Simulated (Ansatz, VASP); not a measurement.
**Al: VASP beside Ansatz**

Contents of POSCAR:

```
Al
1.0
   -1.5116577555      1.5116577555      1.5514382228
    1.5116577555     -1.5116577555      1.5514382228
    1.5116577555      1.5116577555     -1.5514382228
Al
1
Direct
    0.0000000000      0.0000000000      0.0000000000
```

INCAR.step1

```
SYSTEM = Al
ALGO = Normal ; EDIFF = 1E-4
ENCUT = 520 ; GGA = PE
ISMEAR = 0 ; LASPH = .True.
LCHARG = .False. ; LREAL = .False.
LWAVE = .True. ; NBANDS = 8
NELM = 60 ; PREC = Accurate
SIGMA = 0.15
```

INCAR.step2

```
SYSTEM = Al
ALGO = Normal ; EDIFF = 1E-6
ENCUT = 520 ; ISIF = 2
ISMEAR = 0 ; ISTART = 1
LASPH = .True. ; LCHARG = .True.
LELF = .True. ; LMIXTAU = .True.
LREAL = .False. ; LVHAR = .True.
LWAVE = .False. ; METAGGA = R2SCAN
NBANDS = 8 ; NELM = 60
PREC = Accurate ; SIGMA = 0.15
```

File KPOINTS:

```
k-points
0
Gamma
  20 20 20
  0 0 0
```

Input for Ansatz:

```yaml
crystal:
  lattice:
    - [-1.5116577555, 1.5116577555, 1.5514382228]
    - [1.5116577555, -1.5116577555, 1.5514382228]
    - [1.5116577555, 1.5116577555, -1.5514382228]
  atoms:
    - { symbol: Al, position: [0.0, 0.0, 0.0] }
basis:
  ecutwfc: 500
kpoints:
  mp_grid: { grid: [20, 20, 20] }
hamiltonian:
  xc: r2scan
scf:
  occupations: { method: gaussian, width: 0.15 }
output:
  forces: true
  stress: true
  eigenvalues: true
```

Change from the starting cell: strain -0.050 along x and y, -0.025 along z, atoms carried along.

Alike in both runs: task single point; functional r2SCAN; k mesh 20 × 20 × 20; occupations gaussian, width 0.15 eV; no spin polarisation.

|  | VASP | Ansatz |
| --- | --- | --- |
| version | VASP 6.6.1 | Ansatz 0.2.0 |
| potentials or method | VASP PAW PBE potentials, release 64 (Al), cutoff 520 eV | scalar-relativistic, plane waves, PAW |
| valence electrons in the cell | 3 | 3 |

|  | VASP | Ansatz | Ansatz less VASP |
| --- | --- | --- | --- |
| gap on the k mesh at the Fermi level (eV) | none | none | - |
| pressure (GPa) | 14.2 | 14.6 | +0.43 |
| traceless stress, the component that is largest in VASP (GPa) | 1.28 | 1.28 | -0.002 |

VASP's potentials were made for PBE, not for r2SCAN. A gap of «none» marks a metal or a gap that the smearing closes. The functional is the same, so the differences come from potentials, cutoffs and numerics.
